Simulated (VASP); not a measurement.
# BaTiO3 (Pm-3m) in VASP: settings compared

Aim: see how the results for BaTiO3 move with the level of theory and the settings. Levels: PBEsol, r2SCAN. Tasks: single point.

All numbers are computed with VASP 6.6.1; they aren't measurements. Logs are shortened: lines on timing, memory, paths and dates and some standing lists are left out, and cuts for length are marked.

## (1) The cell of the first run

Symmetry: Pm-3m, No. 221, cubic system. The conventional cell has a = 3.970 Å, b = 3.970 Å, c = 3.970 Å, α = 90.00°, β = 90.00°, γ = 90.00°. Within 3.7 Å of Ba (site symmetry m-3m) lie 12 O at 2.81 Å and 8 Ti at 3.44 Å. Within 2.6 Å of Ti (site symmetry m-3m) lie 6 O at 1.99 Å. Within 2.6 Å of O (site symmetry 4/mmm) lie 2 Ti at 1.99 Å.

## (2) Single point, PBEsol

INCAR

```
PREC = Accurate
ENCUT = 520
EDIFF = 1E-6
ISMEAR = -1
SIGMA = 0.05
LREAL = False
LASPH = True
NELM = 80
ALGO = Normal
ISIF = 2
LWAVE = False
LCHARG = False
GGA = PS
NBANDS = 28
```

KPOINTS

```
regular mesh
0
Gamma
  6 6 6
```

POSCAR

```
BaTiO3
1.0
    3.9702100000      0.0000000000      0.0000000000
    0.0000000000      3.9702100000      0.0000000000
    0.0000000000      0.0000000000      3.9702100000
Ba Ti O
1 1 3
Direct
    0.0000000000      0.0000000000      0.0000000000
    0.5000000000      0.5000000000      0.5000000000
    0.5000000000      0.5000000000      0.0000000000
    0.0000000000      0.5000000000      0.5000000000
    0.5000000000      0.0000000000      0.5000000000
```

Potentials or basis: VASP PAW PBE potentials, release 64 (Ba_sv, Ti_sv, O).

Launch:

```
$ cat potpaw_PBE.64/Ba_sv/POTCAR potpaw_PBE.64/Ti_sv/POTCAR potpaw_PBE.64/O/POTCAR > POTCAR
$ mpirun -np 1 vasp_std > vasp.out
```

OUTCAR:

```text
PREC = Accurate
   ENCUT = 520
   EDIFF = 1E-6
   ISMEAR = -1
   LREAL = False
   LASPH = True
   NELM = 80
   ISIF = 2
   GGA = PS

 ion  position               nearest neighbor table
   1  0.000  0.000  0.000-   3 2.81   4 2.81   5 2.81   4 2.81   5 2.81   3 2.81   4 2.81   4 2.81
                             3 2.81   5 2.81   5 2.81   3 2.81   2 3.44   2 3.44   2 3.44   2 3.44
   2  0.500  0.500  0.500-   3 1.99   4 1.99   5 1.99   3 1.99   5 1.99   4 1.99   1 3.44   1 3.44
                             1 3.44   1 3.44   1 3.44   1 3.44   1 3.44   1 3.44
   3  0.500  0.500  0.000-   2 1.99   2 1.99   1 2.81   1 2.81   1 2.81   1 2.81
   4  0.000  0.500  0.500-   2 1.99   2 1.99   1 2.81   1 2.81   1 2.81   1 2.81
   5  0.500  0.000  0.500-   2 1.99   2 1.99   1 2.81   1 2.81   1 2.81   1 2.81

  LATTYP: Found a simple cubic cell.
 ALAT       =     3.9702100000

  Lattice vectors:

 A1 = (   3.9702100000,   0.0000000000,   0.0000000000)
 A2 = (   0.0000000000,   3.9702100000,   0.0000000000)
 A3 = (   0.0000000000,   0.0000000000,   3.9702100000)

Analysis of symmetry for initial positions (statically):
=====================================================================
 Subroutine PRICEL returns:
 Original cell was already a primitive cell.

 Routine SETGRP: Setting up the symmetry group for a
 simple cubic supercell.

 Subroutine GETGRP returns: Found 48 space group operations
 (whereof 48 operations were pure point group operations)
 out of a pool of 48 trial point group operations.

The static configuration has the point symmetry O_h .

Analysis of symmetry for dynamics (positions and initial velocities):
=====================================================================
 Subroutine PRICEL returns:
 Original cell was already a primitive cell.

 Routine SETGRP: Setting up the symmetry group for a
 simple cubic supercell.

 Subroutine GETGRP returns: Found 48 space group operations
 (whereof 48 operations were pure point group operations)
 out of a pool of 48 trial point group operations.

The dynamic configuration has the point symmetry O_h .

 Subroutine INISYM returns: Found 48 space group operations
 (whereof 48 operations are pure point group operations),
 and found     1 'primitive' translations

----------------------------------------------------------------------------------------

                                     Primitive cell

  volume of cell :      62.5807

  direct lattice vectors                    reciprocal lattice vectors
     3.970210000  0.000000000  0.000000000     0.251875845  0.000000000  0.000000000
     0.000000000  3.970210000  0.000000000     0.000000000  0.251875845  0.000000000
     0.000000000  0.000000000  3.970210000     0.000000000  0.000000000  0.251875845

  length of vectors
     3.970210000  3.970210000  3.970210000     0.251875845  0.251875845  0.251875845

  position of ions in fractional coordinates (direct lattice)
     0.000000000  0.000000000  0.000000000
     0.500000000  0.500000000  0.500000000
     0.500000000  0.500000000  0.000000000
     0.000000000  0.500000000  0.500000000
     0.500000000  0.000000000  0.500000000

  ion indices of the primitive-cell ions
   primitive index   ion index
                 1           1
                 2           2
                 3           3
                 4           4
                 5           5

----------------------------------------------------------------------------------------

 KPOINTS: regular mesh

Automatic generation of k-mesh.
 Grid dimensions read from file:
 generate k-points for:    6    6    6

 Generating k-lattice:

  Cartesian coordinates                     Fractional coordinates (reciprocal lattice)
     0.041979308  0.000000000  0.000000000     0.166666667  0.000000000  0.000000000
     0.000000000  0.041979308  0.000000000     0.000000000  0.166666667  0.000000000
     0.000000000  0.000000000  0.041979308     0.000000000  0.000000000  0.166666667

  Length of vectors
     0.041979308  0.041979308  0.041979308

  Shift w.r.t. Gamma in fractional coordinates (k-lattice)
     0.000000000  0.000000000  0.000000000

 Subroutine IBZKPT returns following result:
 ===========================================

 Found     20 irreducible k-points:

 Following reciprocal coordinates:
            Coordinates               Weight
  0.000000  0.000000  0.000000      1.000000
  0.166667  0.000000  0.000000      6.000000
  0.333333  0.000000  0.000000      6.000000
  0.500000  0.000000  0.000000      3.000000
  0.166667  0.166667  0.000000     12.000000
  0.333333  0.166667  0.000000     24.000000
[... 12 lines left out ...]
  0.500000  0.500000  0.333333      6.000000
  0.500000  0.500000  0.500000      1.000000
   k-points           NKPTS =     20   k-points in BZ     NKDIM =     20   number of bands    NBANDS=     28
   number of dos      NEDOS =    301   number of ions     NIONS =      5
   total plane-waves  NPLWV =  27000
   dimension x,y,z NGX =    30 NGY =   30 NGZ =   30
   dimension x,y,z NGXF=    60 NGYF=   60 NGZF=   60
   ions per type =               1   1   3
   NGX,Y,Z   is equivalent  to a cutoff of  12.56, 12.56, 12.56 a.u.
   NGXF,Y,Z  is equivalent  to a cutoff of  25.12, 25.12, 25.12 a.u.
 SYSTEM =  unknown system
   PREC   = accura    normal or accurate (medium, high low for compatibility)
   ISTART =      0    job   : 0-new  1-cont  2-samecut
   ICHARG =      2    charge: 1-file 2-atom 10-const
   ISPIN  =      1    spin polarized calculation?
   LNONCOLLINEAR =      F non collinear calculations
   LSORBIT =      F    spin-orbit coupling
   LASPH  =      T    aspherical Exc in radial PAW
   ENCUT  =  520.0 eV  38.22 Ry    6.18 a.u.   7.38  7.38  7.38*2*pi/ulx,y,z
   NELM   =     80;   NELMIN=  2; NELMDL= -5     # of ELM steps
   EDIFF  = 0.1E-05   stopping-criterion for ELM
   LREAL  =      F    real-space projection
   EDIFFG = 0.1E-04   stopping-criterion for IOM
   NSW    =      0    number of steps for IOM
   IBRION =     -1    ionic relax: 0-MD 1-quasi-New 2-CG
   NFREE  =      0    steps in history (QN), initial steepest desc. (CG)
   ISIF   =      2    stress and relaxation
   ISYM   =      2    0-nonsym 1-usesym 2-fastsym
   POTIM  = 0.5000    time-step for ionic-motion
   TEBEG  =    0.0;   TEEND  =   0.0 temperature during run
   PSTRESS=    0.0 pullay stress
   NELECT =      40.0000    total number of electrons
   NUPDOWN=      -1.0000    fix difference up-down
   EMIN   =  10.00;   EMAX   =-10.00  energy-range for DOS
   EFERMI =   0.00;   METHOD = LEGACY
   ISMEAR =    -1;   SIGMA  =   0.05  broadening in eV -4-tet -1-fermi 0-gaus
   EFERMI_NEDOS =   21; number of points for ismear=-14 and -15
   IALGO  =     38    algorithm
   IMIX   =      4    mixing-type and parameters
     AMIX     =   0.40;   BMIX     =  1.00
     AMIX_MAG =   1.60;   BMIX_MAG =  1.00
  volume/ion in A,a.u.               =      12.52        84.46
  Fermi-wavevector in a.u.,A,eV,Ry     =   1.410202  2.664896 27.057496  1.988670
  Thomas-Fermi vector in A             =   2.532180
   LORBIT       =      0    0 simple, 1 ext, 2 COOP (PROOUT), +10 PAW based schemes
   GGA     = PS    functional components
   LHFCALC =     F    Hartree Fock is set to
   AEXX    =    0.0000 exact exchange contribution
   IVDW    =     0    specifies the selected vdW correction
   LEPSILON=     F    determine dielectric tensor
   LRPA    =     F    only Hartree local field effects (RPA)
 non-spin polarized calculation
  energy-cutoff  :      520.00
  volume of cell :       62.58
 maximum number of plane-waves:      1743
 NGX is ok and might be reduce to    30
   NGX = 15   NGY = 15   NGZ = 15

 number of electron      39.9999978 magnetization

 Free energy of the ion-electron system (eV)
  ---------------------------------------------------
  ext. energy  EPLUGINS =         0.00000000
  ---------------------------------------------------
  free energy    TOTEN  =       -41.97637900 eV

  energy without entropy =      -41.97637900  energy(sigma->0) =      -41.97637900

 E-fermi :   4.7624     XC(G=0): -11.6464

 val. band max:        3.8809877168   @ k =   0.5000   0.5000   0.5000
 cond. band min:       5.6244605831   @ k =   0.0000   0.0000   0.0000
 fundamental gap:      1.7434728663
 Fermi energy:         4.7624078969

 k-point     1 :       0.0000    0.0000    0.0000
  band No.  band energies     occupation
      1     -52.3877      2.00000
      2     -28.7259      2.00000
      3     -28.7259      2.00000
      4     -28.7259      2.00000
      5     -20.8258      2.00000
      6     -12.9891      2.00000
[... 20 lines left out ...]
     27       8.8208      0.00000
     28      11.3370      0.00000

 k-point     2 :       0.1667    0.0000    0.0000
  band No.  band energies     occupation
      1     -52.3874      2.00000
      2     -28.7412      2.00000
      3     -28.7253      2.00000
      4     -28.7253      2.00000
      5     -20.7915      2.00000
      6     -13.0202      2.00000
[... 20 lines left out ...]
     27       9.3822      0.00000
     28      12.0098      0.00000

 k-point     3 :       0.3333    0.0000    0.0000
  band No.  band energies     occupation
      1     -52.3868      2.00000
      2     -28.7716      2.00000
      3     -28.7240      2.00000
      4     -28.7240      2.00000
      5     -20.7211      2.00000
      6     -13.1761      2.00000
[... 20 lines left out ...]
     27      10.6952      0.00000
     28      12.2168      0.00000

 k-point     4 :       0.5000    0.0000    0.0000
  band No.  band energies     occupation
      1     -52.3865      2.00000
      2     -28.7866      2.00000
      3     -28.7235      2.00000
      4     -28.7235      2.00000
      5     -20.6850      2.00000
      6     -13.2759      2.00000
[... 20 lines left out ...]
     27      11.5167      0.00000
     28      12.1150      0.00000

 k-point     5 :       0.1667    0.1667    0.0000
  band No.  band energies     occupation
      1     -52.3871      2.00000
      2     -28.7409      2.00000
      3     -28.7400      2.00000
      4     -28.7247      2.00000
      5     -20.7602      2.00000
      6     -13.0011      2.00000
[... 20 lines left out ...]
     27       9.9239      0.00000
     28      12.2306      0.00000

 k-point     6 :       0.3333    0.1667    0.0000
  band No.  band energies     occupation
      1     -52.3865      2.00000
      2     -28.7706      2.00000
      3     -28.7390      2.00000
      4     -28.7235      2.00000
      5     -20.6962      2.00000
      6     -13.0698      2.00000
[... 339 lines left out ...]
      5     -20.5820      2.00000
      6     -12.4995      2.00000
[... 20 lines left out ...]
     27      11.7910      0.00000
     28      11.7910      0.00000

 k-point    18 :       0.5000    0.3333    0.3333
  band No.  band energies     occupation
      1     -52.3847      2.00000
      2     -28.7810      2.00000
      3     -28.7659      2.00000
      4     -28.7655      2.00000
      5     -20.5604      2.00000
      6     -12.3872      2.00000
[... 20 lines left out ...]
     27      11.6389      0.00000
     28      11.7858      0.00000

 k-point    19 :       0.5000    0.5000    0.3333
  band No.  band energies     occupation
      1     -52.3844      2.00000
      2     -28.7802      2.00000
      3     -28.7802      2.00000
      4     -28.7650      2.00000
      5     -20.5402      2.00000
      6     -12.1937      2.00000
[... 20 lines left out ...]
     27      11.4457      0.00000
     28      11.8683      0.00000

 k-point    20 :       0.5000    0.5000    0.5000
  band No.  band energies     occupation
      1     -52.3841      2.00000
      2     -28.7794      2.00000
      3     -28.7794      2.00000
      4     -28.7794      2.00000
      5     -20.5209      2.00000
      6     -12.0305      2.00000
[... 20 lines left out ...]
     27      11.8685      0.00000
     28      11.8685      0.00000

------------------------ aborting loop because EDIFF is reached ----------------------------------------

  FORCE on cell =-STRESS in cart. coord.  units (eV):
  Direction    XX          YY          ZZ          XY          YZ          ZX
  --------------------------------------------------------------------------------------
  -------------------------------------------------------------------------------------
  Total        0.7661291      0.7661291      0.7661291     -0.0000000     -0.0000000      0.0000000
  in kB       19.6142686     19.6142686     19.6142686     -0.0000000     -0.0000000      0.0000000
  external PRESSURE =      19.6142686 kB  Pullay stress =       0.0000000 kB

 VOLUME and BASIS-vectors are now :
 -----------------------------------------------------------------------------
  energy-cutoff  :      520.00
  volume of cell :       62.58
      direct lattice vectors                 reciprocal lattice vectors
     3.970210000  0.000000000  0.000000000     0.251875845  0.000000000  0.000000000
     0.000000000  3.970210000  0.000000000     0.000000000  0.251875845  0.000000000
     0.000000000  0.000000000  3.970210000     0.000000000  0.000000000  0.251875845

 POSITION                                       TOTAL-FORCE (eV/Angst)
 -----------------------------------------------------------------------------------
      0.00000      0.00000      0.00000         0.000000      0.000000      0.000000
      1.98510      1.98510      1.98510         0.000000      0.000000      0.000000
      1.98510      1.98510      0.00000         0.000000      0.000000      0.000000
      0.00000      1.98510      1.98510         0.000000      0.000000      0.000000
      1.98510      0.00000      1.98510         0.000000      0.000000      0.000000
 -----------------------------------------------------------------------------------
    total drift:                                0.000000      0.000000     -0.000000

  FREE ENERGIE OF THE ION-ELECTRON SYSTEM (eV)
  ---------------------------------------------------
  free  energy   TOTEN  =       -41.9763790017 eV

  energy  without entropy=      -41.9763789982  energy(sigma->0) =      -41.97637900
```

Wall time 35 s (1 thread of Intel Xeon Platinum 8259CL at 2.50GHz (Skylake/Cascade Lake), shared host); peak memory 0.19 GiB.

What came out:

```yaml
Free_energy: -41.9764 eV
Pressure: 2.0 GPa
Band_gap_on_the_k_mesh: 1.74 eV, indirect (least direct gap 1.86 eV)
```

Caveat: the PAW data sets were made with another functional, which shifts forces and pressure a little; spin-orbit coupling is left out, which moves the levels of the heavy elements. A k mesh can miss the band edges.

## (3) Single point, r2SCAN

POSCAR is that of step 2.

INCAR.step1

```
SYSTEM = BaTiO3
PREC = Accurate
ENCUT = 520
ISMEAR = -1
SIGMA = 0.05
LREAL = .False.
LASPH = .True.
NELM = 100
NBANDS = 28
GGA = PE
ALGO = Normal
EDIFF = 1E-4
LWAVE = .True.
LCHARG = .False.
```

INCAR.step2

```
SYSTEM = BaTiO3
PREC = Accurate
ENCUT = 520
EDIFF = 1E-6
ISMEAR = -1
SIGMA = 0.05
LREAL = .False.
LASPH = .True.
NELM = 100
ALGO = Normal
ISIF = 2
LWAVE = .False.
LCHARG = .False.
METAGGA = R2SCAN
LMIXTAU = .True.
NBANDS = 28
ISTART = 1
```

KPOINTS

```
regular mesh
0
Gamma
  6 6 6
  0 0 0
```

Potentials or basis: VASP PAW PBE potentials, release 64 (Ba_sv, Ti_sv, O).

Launch:

```
$ cat potpaw_PBE.64/Ba_sv/POTCAR potpaw_PBE.64/Ti_sv/POTCAR potpaw_PBE.64/O/POTCAR > POTCAR
$ cp INCAR.step1 INCAR
$ mpirun -np 1 vasp_std > vasp.out
$ cp INCAR.step2 INCAR
$ mpirun -np 1 vasp_std > vasp.out
```

Run time: 1.9 min. Hardware: 1 thread of Intel Xeon Platinum 8259CL at 2.50GHz (Skylake/Cascade Lake), shared host; peak memory 0.19 GiB.

It converged, with:

```
Free energy            : -74.2021 eV
Pressure               : 5.5 GPa
Band gap on the k mesh : 2.19 eV, indirect (least direct gap 2.32 eV)
```

Levels at points of the mesh, in eV from the valence-band top:
```tsv
k point	band 16	band 17	band 18	band 19	band 20	band 21	band 22	band 23	band 24	band 25
(0.00, 0.00, 0.00)	-1.16	-1.16	-0.13	-0.13	-0.13	2.19	2.19	2.19	4.34	4.34
(0.50, 0.00, 0.00)	-1.97	-1.86	-1.86	-0.75	-0.75	2.35	3.98	3.98	4.35	6.55
(0.50, 0.50, 0.00)	-2.77	-1.77	-0.87	-0.87	-0.09	3.99	3.99	4.45	5.30	8.37
(0.50, 0.50, 0.50)	-2.41	-2.41	0.00	0.00	0.00	4.71	4.71	4.71	7.53	7.53
```

Caveat: the PAW data sets were made with another functional, which shifts forces and pressure a little; spin-orbit coupling is left out, which moves the levels of the heavy elements. r2SCAN opens gaps a little over a GGA but as a rule still falls short of measured ones.
